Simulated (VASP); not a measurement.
# AlSi23C24 (a cell with a defect) in VASP: single point with PBE

Aim: the single point of AlSi23C24 (a cell with a defect) with PBE.

Everything below comes from runs of VASP 6.6.1. Logs are shortened: lines on timing, memory, paths and dates and some standing lists are left out, and cuts for length are marked.

**1. The cell of the first run**

The cell holds a defect, 48 atoms: a = 6.190 Å, b = 6.190 Å, c = 15.170 Å, α = 90.00°, β = 90.00°, γ = 120.00°.

**2. Single point, PBE**

INCAR reads:

```
PREC     = Accurate       # precision mode
ENCUT    = 520            # plane-wave cutoff, eV
EDIFF    = 1E-6           # SCF threshold, eV
ISMEAR   = -1             # smearing method
SIGMA    = 0.01           # smearing width, eV
LREAL    = Auto         
LASPH    = T              # aspherical terms in the spheres
NELM     = 80             # most SCF steps
ALGO     = Normal         # electronic algorithm
ISIF     = 2              # what is computed and relaxed
LWAVE    = F              # write WAVECAR
LCHARG   = F              # write CHGCAR
GGA      = PE             # functional
NBANDS   = 126            # bands
NELECT   = 192.0
```

KPOINTS reads:

```
Automatic mesh
0
Gamma
  4 4 2
```

POSCAR reads:

```
AlSi23C24
1.0
    6.1900000000      0.0000000000      0.0000000000
   -3.0950000000      5.3606972494      0.0000000000
    0.0000000000      0.0000000000     15.1700000000
Al Si C
1 23 24
Direct
    0.0000000000      0.0000000000      0.1247921581
    0.0044932562      0.5022466281      0.1268288403
    0.4977533719     -0.0044932562      0.1268288403
    0.4977533719      0.5022466281      0.1268288403
    0.0000000000      0.0000000000      0.6249694929
   -0.0003966847      0.4998016576      0.6248288397
    0.5001983424      0.0003966847      0.6248288397
    0.5001983424      0.4998016576      0.6248288397
    0.1677597570      0.3355195141      0.2906405262
    0.1677597570      0.8322402430      0.2906405262
    0.6666666667      0.3333333333      0.2909224405
    0.6644804859      0.8322402430      0.2906405262
    0.3332419697      0.1666209848      0.7923269405
    0.3333333333      0.6666666667      0.7909947342
    0.8333790152      0.1666209848      0.7923269405
    0.8333790152      0.6667580303      0.7923269405
    0.1660312563      0.3320625125      0.9584237599
    0.1660312563      0.8339687437      0.9584237599
    0.6666666667      0.3333333333      0.9601067879
    0.6679374875      0.8339687437      0.9584237599
    0.3335077934      0.1667538967      0.4574559000
    0.3333333333      0.6666666667      0.4585039910
    0.8332461033      0.1667538967      0.4574559000
    0.8332461033      0.6664922066      0.4574559000
    0.0000000000      0.0000000000     -0.0068509063
    0.0007222326      0.5003611163     -0.0001565223
    0.4996388837     -0.0007222326     -0.0001565223
    0.4996388837      0.5003611163     -0.0001565223
    0.0000000000      0.0000000000      0.4997903604
   -0.0006258002      0.4996870999      0.5000465571
    0.5003129001      0.0006258002      0.5000465571
    0.5003129001      0.4996870999      0.5000465571
    0.1718912696      0.3437825392      0.1685825984
    0.1718912696      0.8281087304      0.1685825984
    0.6666666667      0.3333333333      0.1665743555
    0.6562174608      0.8281087304      0.1685825984
    0.3334755207      0.1667377604      0.6669232428
    0.3333333333      0.6666666667      0.6659321193
    0.8332622396      0.1667377604      0.6669232428
    0.8332622396      0.6665244793      0.6669232428
    0.1676469869      0.3352939737      0.8322601569
    0.1676469869      0.8323530131      0.8322601569
    0.6666666667      0.3333333333      0.8336967832
    0.6647060263      0.8323530131      0.8322601569
    0.3333181490      0.1666590745      0.3334114771
    0.3333333333      0.6666666667      0.3358507339
    0.8333409255      0.1666590745      0.3334114771
    0.8333409255      0.6666818510      0.3334114771
```

Potentials or basis: VASP PAW PBE potentials, release 64 (Al, Si, C).

Command:

```
$ cat potpaw_PBE.64/Al/POTCAR potpaw_PBE.64/Si/POTCAR potpaw_PBE.64/C/POTCAR > POTCAR
$ mpirun -np 1 vasp_std > vasp.out
```

OUTCAR:

```text
PREC = Accurate
   ENCUT = 520
   EDIFF = 1E-6
   ISMEAR = -1
   LREAL = Auto
   LASPH = T
   NELM = 80
   ISIF = 2
   GGA = PE
   NELECT = 192.0

 ion  position               nearest neighbor table
   1  0.000  0.000  0.125-  33 1.96  36 1.96  34 1.96  25 2.00  17 3.09  20 3.09  18 3.09  10 3.09
                             9 3.09  12 3.09   2 3.10   4 3.10   4 3.10   2 3.10   3 3.10   3 3.10
   2  0.004  0.502  0.127-  34 1.86  33 1.86  35 1.91  26 1.93   9 3.05  10 3.05   3 3.05   4 3.05
                            11 3.08   1 3.10   1 3.10  19 3.11  18 3.11  17 3.11   3 3.14   4 3.14
   3  0.498  0.996  0.127-  34 1.86  36 1.86  35 1.91  27 1.93  12 3.05  10 3.05   2 3.05   4 3.05
                            11 3.08   1 3.10   1 3.10  19 3.11  18 3.11  20 3.11   4 3.14   2 3.14
   4  0.498  0.502  0.127-  36 1.86  33 1.86  35 1.91  28 1.93  12 3.05   9 3.05   3 3.05   2 3.05
                            11 3.08   1 3.10   1 3.10  19 3.11  20 3.11  17 3.11   3 3.14   2 3.14
   5  0.000  0.000  0.625-  40 1.90  37 1.90  39 1.90  29 1.90   6 3.10   7 3.10   8 3.10   8 3.10
                             6 3.10   7 3.10  15 3.10  16 3.10  13 3.10  24 3.11  23 3.11  21 3.11
   6  1.000  0.500  0.625-  30 1.89  38 1.89  39 1.90  40 1.90  14 3.09   7 3.09   8 3.09  22 3.09
                             5 3.10   5 3.10   7 3.10   8 3.10  23 3.10  24 3.10  15 3.11  16 3.11
   7  0.500  0.000  0.625-  31 1.89  38 1.89  39 1.90  37 1.90  14 3.09   8 3.09   6 3.09  22 3.09
                             5 3.10   5 3.10   8 3.10   6 3.10  23 3.10  21 3.10  13 3.11  15 3.11
   8  0.500  0.500  0.625-  32 1.89  38 1.89  37 1.90  40 1.90  14 3.09   7 3.09   6 3.09  22 3.09
                             5 3.10   5 3.10   7 3.10   6 3.10  21 3.10  24 3.10  13 3.11  16 3.11
   9  0.168  0.336  0.291-  33 1.85  46 1.90  47 1.91  45 1.91   2 3.05   4 3.05  10 3.07  12 3.07
[... 53 lines left out ...]
  47  0.833  0.167  0.333-  23 1.88  11 1.90  12 1.91   9 1.91
  48  0.833  0.667  0.333-  24 1.88  11 1.90  10 1.91  12 1.91

  LATTYP: Found a hexagonal cell.
 ALAT       =     6.1900000000
 C/A-ratio  =     2.4507269790

  Lattice vectors:

 A1 = (   6.1900000000,   0.0000000000,   0.0000000000)
 A2 = (  -3.0950000000,   5.3606972494,   0.0000000000)
 A3 = (   0.0000000000,   0.0000000000,  15.1700000000)

Analysis of symmetry for initial positions (statically):
=====================================================================
 Subroutine PRICEL returns:
 Original cell was already a primitive cell.

 Routine SETGRP: Setting up the symmetry group for a
 hexagonal supercell.

 Subroutine GETGRP returns: Found  6 space group operations
 (whereof  6 operations were pure point group operations)
 out of a pool of 24 trial point group operations.

The static configuration has the point symmetry C_3v.

Analysis of symmetry for dynamics (positions and initial velocities):
=====================================================================
 Subroutine PRICEL returns:
 Original cell was already a primitive cell.

 Routine SETGRP: Setting up the symmetry group for a
 hexagonal supercell.

 Subroutine GETGRP returns: Found  6 space group operations
 (whereof  6 operations were pure point group operations)
 out of a pool of 24 trial point group operations.

The dynamic configuration has the point symmetry C_3v.

 Subroutine INISYM returns: Found  6 space group operations
 (whereof  6 operations are pure point group operations),
 and found     1 'primitive' translations

----------------------------------------------------------------------------------------

                                     Primitive cell

  volume of cell :     503.3818

  direct lattice vectors                    reciprocal lattice vectors
     6.190000000  0.000000000  0.000000000     0.161550889  0.093271449  0.000000000
    -3.095000000  5.360697249  0.000000000     0.000000000  0.186542898  0.000000000
     0.000000000  0.000000000 15.170000000     0.000000000  0.000000000  0.065919578

  length of vectors
     6.190000000  6.190000000 15.170000000     0.186542898  0.186542898  0.065919578

  position of ions in fractional coordinates (direct lattice)
     0.000000000  0.000000000  0.124792158
     0.004493256  0.502246628  0.126828840
     0.497753372  0.995506744  0.126828840
     0.497753372  0.502246628  0.126828840
     0.000000000  0.000000000  0.624969493
     0.999603315  0.499801658  0.624828840
[... 40 lines left out ...]
     0.833340926  0.166659074  0.333411477
     0.833340926  0.666681851  0.333411477

  ion indices of the primitive-cell ions
   primitive index   ion index
                 1           1
                 2           2
                 3           3
                 4           4
                 5           5
                 6           6
[... 40 lines left out ...]
                47          47
                48          48

----------------------------------------------------------------------------------------

 KPOINTS: Automatic mesh

Automatic generation of k-mesh.
 Grid dimensions read from file:
 generate k-points for:    4    4    2

 Generating k-lattice:

  Cartesian coordinates                     Fractional coordinates (reciprocal lattice)
     0.040387722  0.023317862  0.000000000     0.250000000  0.000000000  0.000000000
     0.000000000  0.046635724  0.000000000     0.000000000  0.250000000  0.000000000
     0.000000000  0.000000000  0.032959789     0.000000000  0.000000000  0.500000000

  Length of vectors
     0.046635724  0.046635724  0.032959789

  Shift w.r.t. Gamma in fractional coordinates (k-lattice)
     0.000000000  0.000000000  0.000000000

 Subroutine IBZKPT returns following result:
 ===========================================

 Found      8 irreducible k-points:

 Following reciprocal coordinates:
            Coordinates               Weight
  0.000000  0.000000  0.000000      1.000000
  0.250000  0.000000  0.000000      6.000000
  0.500000  0.000000  0.000000      3.000000
  0.250000  0.250000  0.000000      6.000000
  0.000000  0.000000  0.500000      1.000000
  0.250000  0.000000  0.500000      6.000000
  0.500000  0.000000  0.500000      3.000000
  0.250000  0.250000  0.500000      6.000000
   k-points           NKPTS =      8   k-points in BZ     NKDIM =      8   number of bands    NBANDS=    126
   number of dos      NEDOS =    301   number of ions     NIONS =     48
   total plane-waves  NPLWV = 276480
   dimension x,y,z NGX =    48 NGY =   48 NGZ =  120
   dimension x,y,z NGXF=    96 NGYF=   96 NGZF=  240
   ions per type =               1  23  24
   NGX,Y,Z   is equivalent  to a cutoff of  12.89, 12.89, 13.15 a.u.
   NGXF,Y,Z  is equivalent  to a cutoff of  25.78, 25.78, 26.30 a.u.
 SYSTEM =  unknown system
   PREC   = accura    normal or accurate (medium, high low for compatibility)
   ISTART =      0    job   : 0-new  1-cont  2-samecut
   ICHARG =      2    charge: 1-file 2-atom 10-const
   ISPIN  =      1    spin polarized calculation?
   LNONCOLLINEAR =      F non collinear calculations
   LSORBIT =      F    spin-orbit coupling
   LASPH  =      T    aspherical Exc in radial PAW
   ENCUT  =  520.0 eV  38.22 Ry    6.18 a.u.  11.51 11.51 28.21*2*pi/ulx,y,z
   NELM   =     80;   NELMIN=  2; NELMDL= -5     # of ELM steps
   EDIFF  = 0.1E-05   stopping-criterion for ELM
   LREAL  =      T    real-space projection
   EDIFFG = 0.1E-04   stopping-criterion for IOM
   NSW    =      0    number of steps for IOM
[... 5 lines left out ...]
   TEBEG  =    0.0;   TEEND  =   0.0 temperature during run
   PSTRESS=    0.0 pullay stress
   NELECT =     192.0000    total number of electrons
   NUPDOWN=      -1.0000    fix difference up-down
   EMIN   =  10.00;   EMAX   =-10.00  energy-range for DOS
   EFERMI =   0.00;   METHOD = LEGACY
   ISMEAR =    -1;   SIGMA  =   0.01  broadening in eV -4-tet -1-fermi 0-gaus
   EFERMI_NEDOS =   21; number of points for ismear=-14 and -15
   IALGO  =     38    algorithm
   IMIX   =      4    mixing-type and parameters
     AMIX     =   0.40;   BMIX     =  1.00
     AMIX_MAG =   1.60;   BMIX_MAG =  1.00
  volume/ion in A,a.u.               =      10.49        70.77
  Fermi-wavevector in a.u.,A,eV,Ry     =   1.187252  2.243580 19.178312  1.409566
  Thomas-Fermi vector in A             =   2.323407
   LORBIT       =      0    0 simple, 1 ext, 2 COOP (PROOUT), +10 PAW based schemes
   GGA     = PE    functional components
   LHFCALC =     F    Hartree Fock is set to
   AEXX    =    0.0000 exact exchange contribution
   IVDW    =     0    specifies the selected vdW correction
   LEPSILON=     F    determine dielectric tensor
   LRPA    =     F    only Hartree local field effects (RPA)
 non-spin polarized calculation
  energy-cutoff  :      520.00
  volume of cell :      503.38
 maximum number of plane-waves:     13665
 NGX is ok and might be reduce to    48
   NGX = 23   NGY = 23   NGZ = 57

 number of electron     192.0000004 magnetization

 Free energy of the ion-electron system (eV)
  ---------------------------------------------------
  ext. energy  EPLUGINS =         0.00000000
  ---------------------------------------------------
  free energy    TOTEN  =      -350.04288764 eV

  energy without entropy =     -350.04288764  energy(sigma->0) =     -350.04288764

 E-fermi :   8.6574     XC(G=0): -11.3050

 val. band max:        8.4157254799   @ k =   0.0000   0.0000   0.0000
 cond. band min:       9.8514109437   @ k =   0.0000   0.0000   0.5000
 fundamental gap:      1.4356854638
 Fermi energy:         8.6573953800

 k-point     1 :       0.0000    0.0000    0.0000
  band No.  band energies     occupation
      1      -7.4969      2.00000
      2      -6.9062      2.00000
      3      -6.6827      2.00000
      4      -5.3488      2.00000
      5      -5.2688      2.00000
      6      -4.1525      2.00000
[... 877 lines left out ...]
    107      12.9368      0.00000
    108      12.9654      0.00000
 [bands above 108 left out]

------------------------ aborting loop because EDIFF is reached ----------------------------------------

  FORCE on cell =-STRESS in cart. coord.  units (eV):
  Direction    XX          YY          ZZ          XY          YZ          ZX
  --------------------------------------------------------------------------------------
  -------------------------------------------------------------------------------------
  Total       16.0195128     16.0195128     17.1614445      0.0000000      0.0000000      0.0000000
  in kB       50.9873425     50.9873425     54.6219137      0.0000000      0.0000000      0.0000000
  external PRESSURE =      52.1988662 kB  Pullay stress =       0.0000000 kB

 VOLUME and BASIS-vectors are now :
 -----------------------------------------------------------------------------
  energy-cutoff  :      520.00
  volume of cell :      503.38
      direct lattice vectors                 reciprocal lattice vectors
     6.190000000  0.000000000  0.000000000     0.161550889  0.093271449  0.000000000
    -3.095000000  5.360697249  0.000000000     0.000000000  0.186542898  0.000000000
     0.000000000  0.000000000 15.170000000     0.000000000  0.000000000  0.065919578

 POSITION                                       TOTAL-FORCE (eV/Angst)
 -----------------------------------------------------------------------------------
      0.00000      0.00000      1.89310        -0.000000      0.000000      0.020029
     -1.52664      2.69239      1.92399        -0.000129     -0.000075      0.003815
      0.00000      5.33661      1.92399        -0.000000      0.000150      0.003815
      1.52664      2.69239      1.92399         0.000129     -0.000075      0.003815
      0.00000      0.00000      9.48079        -0.000000     -0.000000      0.006344
      4.64066      2.67929      9.47865         0.000917      0.000529     -0.003374
[... 40 lines left out ...]
      4.64257      0.89341      5.05785         0.002204     -0.001272     -0.012362
      3.09500      3.57388      5.05785         0.000000      0.002545     -0.012362
 -----------------------------------------------------------------------------------
    total drift:                               -0.000000      0.000000      0.000154

  FREE ENERGIE OF THE ION-ELECTRON SYSTEM (eV)
  ---------------------------------------------------
  free  energy   TOTEN  =      -350.0428876413 eV

  energy  without entropy=     -350.0428876413  energy(sigma->0) =     -350.04288764
```

Run time: 19 min. Hardware: 1 thread of AMD EPYC 7R13 (Zen 3), shared host; peak memory 0.71 GiB.

What came out:

```yaml
Free_energy: -350.0429 eV
Largest_force: 0.020 eV/Å
```

Forces on the atoms (eV/Å):
```
Al   0.000  0.000  0.020
Si   0.000  0.000  0.004
Si   0.000  0.000  0.004
Si   0.000  0.000  0.004
Si   0.000  0.000  0.006
Si   0.001  0.001 -0.003
Si   0.000 -0.001 -0.003
Si  -0.001  0.001 -0.003
Si   0.000 -0.004  0.019
Si  -0.004  0.002  0.019
Si   0.000  0.000  0.016
Si   0.004  0.002  0.019
Si   0.000  0.000 -0.009
Si   0.000  0.000 -0.009
Si   0.000  0.000 -0.009
Si   0.000  0.000 -0.009
Si   0.000 -0.006  0.000
Si  -0.005  0.003  0.000
Si   0.000  0.000 -0.007
Si   0.005  0.003  0.000
Si   0.002  0.001  0.008
Si   0.000  0.000 -0.002
Si  -0.002  0.001  0.008
Si   0.000 -0.003  0.008
C    0.000  0.000 -0.009
C   -0.005 -0.003  0.009
C    0.000  0.005  0.009
C    0.005 -0.003  0.009
C    0.000  0.000 -0.007
C    0.005  0.003 -0.005
C    0.000 -0.006 -0.005
C   -0.005  0.003 -0.005
C    0.000 -0.017 -0.009
C   -0.014  0.008 -0.009
C    0.000  0.000  0.001
C    0.014  0.008 -0.009
C    0.001  0.000 -0.007
C    0.000  0.000 -0.011
C   -0.001  0.000 -0.007
C    0.000 -0.001 -0.007
C    0.000 -0.007  0.012
C   -0.006  0.003  0.012
C    0.000  0.000  0.000
C    0.006  0.003  0.012
C   -0.002 -0.001 -0.012
C    0.000  0.000 -0.019
C    0.002 -0.001 -0.012
C    0.000  0.003 -0.012
```

Levels at points of the mesh, in eV from the Fermi level:
```
           k point  band 94  band 95  band 96  band 97  band 98  band 99
(0.00, 0.00, 0.00)    -0.64    -0.24    -0.24     1.22     1.22     1.25
(0.50, 0.00, 0.00)    -1.17    -1.09    -0.62     2.83     2.85     2.87
(0.00, 0.00, 0.50)    -0.91    -0.25    -0.25     1.19     1.19     1.21
(0.50, 0.00, 0.50)    -1.24    -1.18    -0.63     2.86     2.87     2.98
```

Caveat: the cell carries a net charge on a neutralising background, which shifts energy and pressure; the cell is charged against a uniform background, so pressure and absolute levels hang on convention.
